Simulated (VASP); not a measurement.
A run of VASP 6.6.1 is set up as follows.

INCAR

```
SYSTEM = BaTiO3
  ALGO = Normal
  EDIFF = 1E-6
  ENCUT = 520
  GGA = PE
  ISIF = 2
  ISMEAR = 0
  LASPH = .TRUE.
  LCHARG = .FALSE.
  LREAL = .FALSE.
  LWAVE = .FALSE.
  NBANDS = 28
  NELM = 60
  PREC = Accurate
  SIGMA = 0.02
```

Contents of KPOINTS:

```
k-points
0
G
  9 9 9
  0 0 0
```

Contents of POSCAR:

```
BaTiO3
1.0
    2.9324315515      1.6930401456      2.4393208978
   -2.9324315515      1.6930401456      2.4393208978
    0.0000000000     -3.3860802913      2.4393208978
Ba Ti O
1 1 3
Direct
    0.0239433844      0.0239433844      0.0239433844
    0.4479175783      0.4479175783      0.4479175783
    0.5050253713      0.5050253713      0.0372882946
    0.0372882946      0.5050253713      0.5050253713
    0.5050253713      0.0372882946      0.5050253713
```

Potentials or basis: VASP PAW PBE potentials, release 64 (Ba_sv, Ti_sv, O).

Launch:

```bash
$ cat potpaw_PBE.64/Ba_sv/POTCAR potpaw_PBE.64/Ti_sv/POTCAR potpaw_PBE.64/O/POTCAR > POTCAR
$ mpirun -np 1 vasp_std > vasp.out
```

(1) Estimate the largest force.

(2) Predict the band gap on the k mesh.

(3) Predict the pressure.

Results:

(1) 4.814 eV/Å.

(2) 3.83 eV, indirect (least direct gap 4.19 eV).

(3) 7.3 GPa.

Caveat: the cell differs from its parent crystal (strained); spin-orbit coupling is left out, which moves the levels of the heavy elements; forces of over 1 eV/Å act on the atoms, so gaps and moduli don't describe the material at rest.
